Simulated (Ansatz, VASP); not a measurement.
## WS2: VASP beside Ansatz

```
CELL_PARAMETERS angstrom
1.59402 0.92031 7.22101
-1.59402 0.92031 7.22101
0.00000 -1.84061 7.22101
ATOMIC_POSITIONS crystal
W 0.00068 0.00068 0.00068
S 0.40652 0.40652 0.40652
S 0.26150 0.26150 0.26150
```

Alike in both runs: functional PBE; k mesh 12 × 12 × 12; occupations gaussian, width 0.02 eV; no spin polarisation.

Ansatz relaxed the structure, and its values are those at the end. VASP's run is a single point on that final structure, the one shown.

```csv
,VASP,Ansatz
version,VASP 6.6.1,Ansatz 0.2.0
potentials or method,"VASP PAW PBE potentials, release 64 (W_sv, S), cutoff 520 eV","scalar-relativistic, plane waves, PAW"
valence electrons in the cell,26,26
```

Ansatz gave:

| Item | Value |
| --- | --- |
| gap on the k mesh at the Fermi level (eV) | 1.57 |
| least direct gap on the mesh (eV) | 1.81 |
| pressure (GPa) | 0.0 |

Question: What did VASP give for the same quantities?

Answer: gap on the k mesh at the Fermi level (eV): 1.59; least direct gap on the mesh (eV): 1.81; pressure (GPa): 0.0.

Neither program's run includes spin-orbit coupling.
